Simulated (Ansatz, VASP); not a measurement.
# BP in VASP and in Ansatz

Contents of POSCAR:

```
BP
1.0
    3.1385306184      0.0000000000      0.0000000000
   -1.5692653092      2.7180472461      0.0000000000
    0.0000000000      0.0000000000      8.2937906450
B P
2 2
Direct
    0.3333333333      0.6666666667      0.2500000000
    0.6666666667      0.3333333333      0.7500000000
    0.6666666667      0.3333333333      0.2500000000
    0.3333333333      0.6666666667      0.7500000000
```

File INCAR.step1:

```
SYSTEM = BP
PREC = Accurate
ENCUT = 520
ISMEAR = 0
SIGMA = 0.01
LREAL = .FALSE.
LASPH = .TRUE.
NELM = 100
NBANDS = 16
GGA = PE
ALGO = Normal
EDIFF = 1E-4
LWAVE = .TRUE.
LCHARG = .FALSE.
```

The input INCAR.step2:

```
SYSTEM = BP
PREC = Accurate
ENCUT = 520
EDIFF = 1E-7
ISMEAR = 0
SIGMA = 0.01
LREAL = .FALSE.
LASPH = .TRUE.
NELM = 100
ALGO = Normal
ISIF = 2
LWAVE = .FALSE.
LCHARG = .TRUE.
METAGGA = R2SCAN
LMIXTAU = .TRUE.
LELF = .TRUE.
LVHAR = .TRUE.
NBANDS = 16
ISTART = 1
```

File KPOINTS:

```
regular mesh
0
G
  9 9 4
  0 0 0
```

Input for Ansatz:

```yaml
crystal:
  lattice:
    - [3.1385306184, 0.0, 0.0]
    - [-1.5692653092, 2.7180472461, 0.0]
    - [0.0, 0.0, 8.293790645]
  atoms:
    - { symbol: B, position: [0.3333333333, 0.6666666667, 0.25] }
    - { symbol: B, position: [0.6666666667, 0.3333333333, 0.75] }
    - { symbol: P, position: [0.6666666667, 0.3333333333, 0.25] }
    - { symbol: P, position: [0.3333333333, 0.6666666667, 0.75] }
kpoints:
  mp_grid: { grid: [9, 9, 4] }
hamiltonian:
  xc: r2scan
scf:
  occupations: { method: fixed }
  n_extra_bands: 5
output:
  forces: true
  stress: true
  eigenvalues: true
```

Alike in both runs: task single point; functional r2SCAN; k mesh 9 × 9 × 4; no spin polarisation.

|  | VASP | Ansatz |
| --- | --- | --- |
| version | VASP 6.6.1 | Ansatz 0.2.0 |
| potentials or method | VASP PAW PBE potentials, release 64 (B, P) | plane waves, PAW |
| plane-wave cutoff (eV) | 520 | 500 |
| occupations | gaussian, width 0.01 eV | fixed |
| valence electrons in the cell | 16 | 16 |

Ansatz gave:

| Item | Value |
| --- | --- |
| gap on the k mesh at the Fermi level (eV) | 0.97 |
| pressure (GPa) | 7.1 |
| traceless stress, the component that is largest in VASP (GPa) | -6.90 |

**Question.** Which values does VASP return?

**Answer.** gap on the k mesh at the Fermi level (eV): 0.99; pressure (GPa): 6.7; traceless stress, the component that is largest in VASP (GPa): -6.58.

VASP's potentials were made for PBE, not for r2SCAN.
